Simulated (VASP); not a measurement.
Wanted: the native input for a VASP 6.6.1 run.

| Item | Value |
| --- | --- |
| Task | single point |
| Functional | PBE |
| Potentials or basis | VASP PAW PBE potentials, release 64 (Be, Te) |
| Cutoff | 600 eV |
| k mesh | 10 × 10 × 10 |
| Occupations | gaussian, width 0.05 eV |
| Spin | no spin polarisation |
| Dipole correction | no |
| Further INCAR settings | ALGO = Normal; EDIFF = 1e-06; NBANDS = 11 |

The structure of BeTe lies in POSCAR:

```
BeTe
1.0
    0.0000000000      2.7792027254      2.7792027254
    2.7792027254      0.0000000000      2.7792027254
    2.7792027254      2.7792027254      0.0000000000
Be Te
1 1
Direct
    0.0000000000      0.0000000000      0.0000000000
    0.7500000000      0.7500000000      0.7500000000
```

These files were run (other wordings do the same):

INCAR

```
PREC = Accurate
ENCUT = 600
EDIFF = 1E-6
ISMEAR = 0
SIGMA = 0.05
LREAL = False
LASPH = True
NELM = 120
ALGO = Normal
ISIF = 2
LWAVE = False
LCHARG = False
GGA = PE
NBANDS = 11
GGA_COMPAT = False
```

KPOINTS

```
Automatic mesh
0
Gamma
  10 10 10
```

Potentials or basis: VASP PAW PBE potentials, release 64 (Be, Te).

Launch:

```sh
$ cat potpaw_PBE.64/Be/POTCAR potpaw_PBE.64/Te/POTCAR > POTCAR
$ mpirun -np 1 vasp_std > vasp.out
```

It gave:

| Property | Result |
| --- | --- |
| Pressure | 3.7 GPa |
| Band gap on the k mesh | 1.87 eV (least direct gap 3.57 eV) |

Caveat: the cell stands under pressure; spin-orbit coupling is left out, which moves the levels of the heavy elements.

It took 21 s on 1 thread of Intel(R) Xeon(R) Platinum 8259CL CPU @ 2.50GHz (Skylake/Cascade Lake), on a shared host, peak memory 0.19 GiB.
